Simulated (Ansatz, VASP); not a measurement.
**One calculation of HfSiF, two programs**

Contents of INCAR:

```
SYSTEM = HfSiF
  PREC = Accurate
  ENCUT = 520
  EDIFF = 1E-6
  ISMEAR = 0
  SIGMA = 0.1
  LREAL = .False.
  LASPH = .True.
  NELM = 100
  ALGO = Normal
  ISIF = 2
  LWAVE = .False.
  LCHARG = .False.
  GGA = PE
  NBANDS = 18
```

File KPOINTS:

```
regular mesh
0
Gamma
  6 6 6
  0 0 0
```

The input POSCAR:

```
HfSiF
1.0
    3.7493107300      0.0000000000      0.0000000000
   -1.8746553600      3.2469983400      0.0000000000
    0.0000000000      0.0000000000      3.4965599500
Hf Si F
1 1 1
Direct
    0.0000000000      0.0000000000      0.0000000000
    0.3333333300      0.6666666700      0.5000000000
    0.6666666700      0.3333333300      0.5000000000
```

Input for Ansatz:

```yaml
crystal:
  lattice:
    - [3.74931073, 0.0, 0.0]
    - [-1.87465536, 3.24699834, 0.0]
    - [0.0, 0.0, 3.49655995]
  atoms:
    - { symbol: Hf, position: [0.0, 0.0, 0.0] }
    - { symbol: Si, position: [0.33333333, 0.66666667, 0.5] }
    - { symbol: F, position: [0.66666667, 0.33333333, 0.5] }
basis:
  ecutwfc: 420
kpoints:
  mp_grid: { grid: [6, 6, 6] }
hamiltonian:
  xc: pbe
scf:
  occupations: { method: gaussian, width: 0.1 }
  lower_state_search: "off"
output:
  forces: true
  stress: true
  eigenvalues: true
```

Change from the starting cell: species swapped into the TmPPt type (P-6m2, No. 187).

Alike in both runs: task single point; functional PBE; k mesh 6 × 6 × 6; occupations gaussian, width 0.1 eV; no spin polarisation.

|  | VASP | Ansatz |
| --- | --- | --- |
| version | VASP 6.6.1 | Ansatz 0.2.0 |
| potentials or method | VASP PAW PBE potentials, release 64 (Hf_pv, Si, F), cutoff 520 eV | scalar-relativistic, plane waves, PAW |
| valence electrons in the cell | 21 | 37 |

```csv
,VASP,Ansatz,Ansatz less VASP
gap on the k mesh at the Fermi level (eV),none,none,-
pressure (GPa),16.4,17.0,+0.59
"traceless stress, the component that is largest in VASP (GPa)",-11.24,-11.09,+0.143
```

A gap of «none» marks a metal or a gap that the smearing closes. The functional is the same, so the differences come from potentials, cutoffs and numerics. VASP's potentials hold 21 valence electrons a cell and Ansatz's 37, so a difference there can come from the potentials and not from the codes.

Spin-orbit coupling is off throughout.
